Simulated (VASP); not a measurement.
A run of VASP 6.6.1:

INCAR

```
SYSTEM = MnSb
ALGO = Normal
EDIFF = 1E-6
ENCUT = 500
GGA = RP
GGA_COMPAT = .FALSE.
ISIF = 2
ISMEAR = 0
ISPIN = 2
ISYM = 0
LASPH = .TRUE.
LCHARG = .FALSE.
LMAXMIX = 4
LORBIT = 11
LREAL = .FALSE.
LWAVE = .FALSE.
MAGMOM = 0 0
NBANDS = 20
NELM = 200
NUPDOWN = 0.0
PREC = Accurate
SIGMA = 0.1
```

Contents of KPOINTS:

```
Automatic mesh
0
Gamma
  1 1 4
  0 0 0.5
```

File POSCAR:

```
MnSb
1.0
    0.0000000000      2.7950160000      2.7950160000
    2.7950160000      0.0000000000      2.7950160000
    2.7950160000      2.7950160000      0.0000000000
Mn Sb
1 1
Direct
    0.0000000000      0.0000000000      0.0000000000
    0.5000000000      0.5000000000      0.5000000000
```

Potentials or basis: VASP PAW PBE potentials, release 64 (Mn_pv, Sb).

Launch:

```sh
$ cat potpaw_PBE.64/Mn_pv/POTCAR potpaw_PBE.64/Sb/POTCAR > POTCAR
$ mpirun -np 1 vasp_std > vasp.out
```

Hardware: 1 thread of AMD EPYC 7R13 (shared host).

Question: Estimate the wall time of this run.

Answer: Run time: 39 s on 1 thread of AMD EPYC 7R13, on a shared host, peak memory 0.18 GiB. Counts: scf iterations 27, k points 2.
